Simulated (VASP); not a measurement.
# Si in VASP: single point with PBE

Aim: the single point of Si with PBE.

Program: VASP 6.6.1. These are calculated values, not measurements. Logs are shortened: lines on timing, memory, paths and dates and some standing lists are left out, and cuts for length are marked.

**1. The cell of the first run**

The cell holds a slab with vacuum, 9 atoms: a = 3.851 Å, b = 6.365 Å, c = 19.753 Å, α = 90.00°, β = 90.00°, γ = 90.00°.

**2. Single point, PBE, collinear spin**

The input, INCAR:

```
SYSTEM = Si
PREC = Accurate ; ENCUT = 520
EDIFF = 1E-6 ; ISMEAR = 0
SIGMA = 0.05 ; LREAL = .FALSE.
LASPH = .TRUE. ; NELM = 150
ALGO = Normal ; ISIF = 2
LWAVE = .FALSE. ; LCHARG = .FALSE.
ISPIN = 2 ; MAGMOM = 0 0 0 0 0 0 0 0 2
LORBIT = 11 ; LDIPOL = .TRUE.
IDIPOL = 3 ; DIPOL = 0.5 0.5 0.334
GGA = PE ; NBANDS = 32
```

The input, KPOINTS:

```
regular mesh
0
G
  7 4 1
  0 0 0
```

The input, POSCAR:

```
Si
1.0
    3.8510822285      0.0000000000      0.0000000000
    0.0000000000      6.3646810443      0.0000000000
    0.0000000000      0.0000000000     19.7525435318
Si
9
Direct
    0.0000000000      0.9370679282      0.2025055656
    0.0000000000      0.5629320718      0.2025055656
    0.5000000000      0.4370679282      0.2587875163
    0.5000000000      0.0629320718      0.2587875163
    0.5000000000      0.9333044702      0.3720589482
    0.5000000000      0.5666955298      0.3720589482
    0.0000000000      0.4259907587      0.4177964989
    0.0000000000      0.0740092413      0.4177964989
    0.3333333333      0.9259907587      0.5001110248
```

Potentials or basis: VASP PAW PBE potentials, release 64 (Si).

The run is started by

```bash
$ cat potpaw_PBE.64/Si/POTCAR > POTCAR
$ mpirun -np 1 vasp_std > vasp.out
```

OUTCAR:

```text
SYSTEM = Si
   PREC = Accurate
   ENCUT = 520
   EDIFF = 1E-6
   ISMEAR = 0
   LREAL = .FALSE.
   LASPH = .TRUE.
   NELM = 150
   ISIF = 2
   ISPIN = 2
   LORBIT = 11
   GGA = PE

 ion  position               nearest neighbor table
   1  0.000  0.937  0.203-   4 2.36   4 2.36   2 2.38
   2  0.000  0.563  0.203-   3 2.36   3 2.36   1 2.38
   3  0.500  0.437  0.259-   2 2.36   2 2.36   4 2.38   6 2.38
   4  0.500  0.063  0.259-   1 2.36   1 2.36   3 2.38   5 2.38
   5  0.500  0.933  0.372-   8 2.31   8 2.31   6 2.33   4 2.38   9 2.61
   6  0.500  0.567  0.372-   7 2.31   7 2.31   5 2.33   3 2.38
   7  0.000  0.426  0.418-   8 2.24   6 2.31   6 2.31
   8  0.000  0.074  0.418-   7 2.24   9 2.28   5 2.31   5 2.31
   9  0.333  0.926  0.500-   8 2.28   5 2.61

  LATTYP: Found a simple orthorhombic cell.
 ALAT       =     3.8510822285
 B/A-ratio  =     1.6526993366
 C/A-ratio  =     5.1290890092

  Lattice vectors:

 A1 = (   3.8510822285,   0.0000000000,   0.0000000000)
 A2 = (   0.0000000000,   6.3646810443,   0.0000000000)
 A3 = (   0.0000000000,   0.0000000000,  19.7525435318)

Analysis of symmetry for initial positions (statically):
=====================================================================
 Subroutine PRICEL returns:
 Original cell was already a primitive cell.

 Routine SETGRP: Setting up the symmetry group for a
 simple orthorhombic supercell.

 Subroutine GETGRP returns: Found  1 space group operations
 (whereof  1 operations were pure point group operations)
 out of a pool of  8 trial point group operations.

The static configuration has the point symmetry C_1 .

Analysis of symmetry for dynamics (positions and initial velocities):
=====================================================================
 Subroutine PRICEL returns:
 Original cell was already a primitive cell.

 Routine SETGRP: Setting up the symmetry group for a
 simple orthorhombic supercell.

 Subroutine GETGRP returns: Found  1 space group operations
 (whereof  1 operations were pure point group operations)
 out of a pool of  8 trial point group operations.

The dynamic configuration has the point symmetry C_1 .

Analysis of structural, dynamic, and magnetic symmetry:
=====================================================================
 Subroutine PRICEL returns:
 Original cell was already a primitive cell.

 Routine SETGRP: Setting up the symmetry group for a
 simple orthorhombic supercell.

 Subroutine GETGRP returns: Found  1 space group operations
 (whereof  1 operations were pure point group operations)
 out of a pool of  8 trial point group operations.

The overall configuration has the point symmetry C_1 .

 Subroutine INISYM returns: Found  1 space group operations
 (whereof  1 operations are pure point group operations),
 and found     1 'primitive' translations

----------------------------------------------------------------------------------------

                                     Primitive cell

  volume of cell :     484.1528

  direct lattice vectors                    reciprocal lattice vectors
     3.851082229  0.000000000  0.000000000     0.259667268  0.000000000  0.000000000
     0.000000000  6.364681044  0.000000000     0.000000000  0.157117064  0.000000000
     0.000000000  0.000000000 19.752543532     0.000000000  0.000000000  0.050626391

  length of vectors
     3.851082229  6.364681044 19.752543532     0.259667268  0.157117064  0.050626391

  position of ions in fractional coordinates (direct lattice)
     0.000000000  0.937067928  0.202505566
     0.000000000  0.562932072  0.202505566
     0.500000000  0.437067928  0.258787516
     0.500000000  0.062932072  0.258787516
     0.500000000  0.933304470  0.372058948
     0.500000000  0.566695530  0.372058948
     0.000000000  0.425990759  0.417796499
[... 64 lines left out ...]
   NGX,Y,Z   is equivalent  to a cutoff of  12.95, 12.54, 12.62 a.u.
   NGXF,Y,Z  is equivalent  to a cutoff of  25.90, 25.08, 25.25 a.u.
 SYSTEM =  Si
   PREC   = accura    normal or accurate (medium, high low for compatibility)
   ISTART =      0    job   : 0-new  1-cont  2-samecut
   ICHARG =      2    charge: 1-file 2-atom 10-const
   ISPIN  =      2    spin polarized calculation?
   LNONCOLLINEAR =      F non collinear calculations
   LSORBIT =      F    spin-orbit coupling
   LASPH  =      T    aspherical Exc in radial PAW
   ENCUT  =  520.0 eV  38.22 Ry    6.18 a.u.   7.16 11.83 36.73*2*pi/ulx,y,z
   NELM   =    150;   NELMIN=  2; NELMDL= -5     # of ELM steps
   EDIFF  = 0.1E-05   stopping-criterion for ELM
   LREAL  =      F    real-space projection
   EDIFFG = 0.1E-04   stopping-criterion for IOM
   NSW    =      0    number of steps for IOM
   IBRION =     -1    ionic relax: 0-MD 1-quasi-New 2-CG
   NFREE  =      0    steps in history (QN), initial steepest desc. (CG)
   ISIF   =      2    stress and relaxation
   ISYM   =      2    0-nonsym 1-usesym 2-fastsym
   POTIM  = 0.5000    time-step for ionic-motion
   TEBEG  =    0.0;   TEEND  =   0.0 temperature during run
   PSTRESS=    0.0 pullay stress
   NELECT =      36.0000    total number of electrons
   NUPDOWN=      -1.0000    fix difference up-down
   EMIN   =  10.00;   EMAX   =-10.00  energy-range for DOS
   EFERMI =   0.00;   METHOD = LEGACY
   ISMEAR =     0;   SIGMA  =   0.05  broadening in eV -4-tet -1-fermi 0-gaus
   EFERMI_NEDOS =   21; number of points for ismear=-14 and -15
   IALGO  =     38    algorithm
   IMIX   =      4    mixing-type and parameters
     AMIX     =   0.40;   BMIX     =  1.00
     AMIX_MAG =   1.60;   BMIX_MAG =  1.00
  volume/ion in A,a.u.               =      53.79       363.02
  Fermi-wavevector in a.u.,A,eV,Ry     =   0.688412  1.300909  6.447944  0.473911
  Thomas-Fermi vector in A             =   1.769204
   LORBIT       =     11    0 simple, 1 ext, 2 COOP (PROOUT), +10 PAW based schemes
   GGA     = PE    functional components
   LHFCALC =     F    Hartree Fock is set to
   AEXX    =    0.0000 exact exchange contribution
   IVDW    =     0    specifies the selected vdW correction
   LEPSILON=     F    determine dielectric tensor
   LRPA    =     F    only Hartree local field effects (RPA)
 spin polarized calculation
 Gauss-broadening in eV      SIGMA  =   0.05
  energy-cutoff  :      520.00
  volume of cell :      484.15
 maximum number of plane-waves:     13082
 NGX is ok and might be reduce to    30
   NGX = 15   NGY = 23   NGZ = 73

 dipolmoment           0.000000      0.000000      0.163296 electrons x Angstroem

 number of electron      35.9999999 magnetization       0.2490541

 dipolmoment           0.000000      0.000000     -0.045451 electrons x Angstroem

 Free energy of the ion-electron system (eV)
  ---------------------------------------------------
  ext. energy  EPLUGINS =         0.00000000
  ---------------------------------------------------
  free energy    TOTEN  =       -43.06768033 eV

  energy without entropy =      -43.06044175  energy(sigma->0) =      -43.06406104

 E-fermi :  -0.6940     XC(G=0):  -4.3443

 val. band max:       -0.7074071826   @ k =   0.1429   0.2500   0.0000
 cond. band min:      -0.6777430761   @ k =   0.4286   0.2500   0.0000
 fundamental gap:      0.0296641066
 Fermi energy:        -0.6939667925

 spin component 1

 k-point     1 :       0.0000    0.0000    0.0000
  band No.  band energies     occupation
      1     -12.7723      1.00000
      2     -11.3256      1.00000
      3     -10.3300      1.00000
      4      -9.0518      1.00000
      5      -8.3084      1.00000
      6      -7.7975      1.00000
[... 484 lines left out ...]
     29       3.8820      0.00000
     30       4.0775      0.00000
 Fermi energy:        -0.6939667925

 spin component 2

 k-point     1 :       0.0000    0.0000    0.0000
  band No.  band energies     occupation
      1     -12.7516      1.00000
      2     -11.3066      1.00000
      3     -10.3074      1.00000
      4      -9.0307      1.00000
      5      -8.2828      1.00000
      6      -7.7706      1.00000
[... 484 lines left out ...]
     29       3.9072      0.00000
     30       4.0989      0.00000
 [bands above 30 left out]

------------------------ aborting loop because EDIFF is reached ----------------------------------------

 vacuum level on the upper side and lower side of the slab       (xc-potential included)        -0.276         0.027

  FORCE on cell =-STRESS in cart. coord.  units (eV):
  Direction    XX          YY          ZZ          XY          YZ          ZX
  --------------------------------------------------------------------------------------
  -------------------------------------------------------------------------------------
  Total        3.0008948     -0.8541003      0.3677777     -1.4288650     -0.6857083      0.7644733
  in kB        9.9306779     -2.8264220      1.2170644     -4.7284557     -2.2691726      2.5298247
  external PRESSURE =       2.7737734 kB  Pullay stress =       0.0000000 kB

 VOLUME and BASIS-vectors are now :
 -----------------------------------------------------------------------------
  energy-cutoff  :      520.00
  volume of cell :      484.15
      direct lattice vectors                 reciprocal lattice vectors
     3.851082229  0.000000000  0.000000000     0.259667268  0.000000000  0.000000000
     0.000000000  6.364681044  0.000000000     0.000000000  0.157117064  0.000000000
     0.000000000  0.000000000 19.752543532     0.000000000  0.000000000  0.050626391

 POSITION                                       TOTAL-FORCE (eV/Angst)
 -----------------------------------------------------------------------------------
      0.00000      5.96414      4.00000        -0.076791     -0.551161      0.436416
      0.00000      3.58288      4.00000        -0.036062      0.607424      0.708515
      1.92554      2.78180      5.11171         0.087072      0.029755     -0.858000
      1.92554      0.40054      5.11171        -0.070298     -0.096909     -0.707137
      1.92554      5.94019      7.34911         0.442382     -0.406266     -0.451972
      1.92554      3.60684      7.34911        -0.045447     -0.001501      0.044744
      0.00000      2.71130      8.25254         0.162667      1.186482      0.368588
      0.00000      0.47105      8.25254        -0.891439     -0.136828      0.476638
      1.28369      5.89364      9.87846         0.427915     -0.630996     -0.017792
 -----------------------------------------------------------------------------------
    total drift:                                0.000019     -0.000005     -0.000039

  FREE ENERGIE OF THE ION-ELECTRON SYSTEM (eV)
  ---------------------------------------------------
  free  energy   TOTEN  =       -43.0676803285 eV

  energy  without entropy=      -43.0604417509  energy(sigma->0) =      -43.06406104

 vacuum level on the upper side and lower side of the slab         3.696         3.994

 total charge

# of ion       s       p       d       tot
------------------------------------------
    1        0.793   0.839   0.000   1.632
    2        0.795   0.831   0.000   1.626
    3        0.768   0.887   0.000   1.655
    4        0.763   0.883   0.000   1.646
    5        0.763   0.937   0.000   1.701
    6        0.765   0.913   0.000   1.678
    7        0.786   0.894   0.000   1.680
    8        0.774   0.959   0.000   1.733
    9        0.918   0.643   0.000   1.561
--------------------------------------------------
tot          7.125   7.786   0.000  14.911

 magnetization (x)

# of ion       s       p       d       tot
------------------------------------------
    1        0.006   0.025   0.000   0.031
    2        0.001  -0.002   0.000  -0.001
    3        0.002   0.005   0.000   0.006
    4        0.002   0.002   0.000   0.004
    5        0.002   0.009   0.000   0.011
    6        0.001   0.001   0.000   0.001
    7        0.002   0.013   0.000   0.015
    8        0.000   0.002   0.000   0.003
    9        0.002   0.018   0.000   0.020
--------------------------------------------------
tot          0.018   0.074   0.000   0.091
```

Run time: 17 min. Hardware: 1 thread of AMD EPYC 7R13, shared host; peak memory 0.8 GiB.

Results:

* Free energy: -43.0677 eV
* Largest force: 1.253 eV/Å
* Net moment: 0.25 μB per cell
* Site moments: Si +0.03, -0.00, +0.01, +0.00, +0.02 (each value once) μB
* Valence electrons inside the program's atomic spheres: Si 1.63, 1.66, 1.65, 1.70, 1.68, 1.73, 1.56 (each value once)

Forces in eV/Å, atoms in the order of the input:
```
Si  -0.077 -0.551  0.436
Si  -0.036  0.607  0.709
Si   0.087  0.030 -0.858
Si  -0.070 -0.097 -0.707
Si   0.442 -0.406 -0.452
Si  -0.045 -0.002  0.045
Si   0.163  1.186  0.369
Si  -0.891 -0.137  0.477
Si   0.428 -0.631 -0.018
```
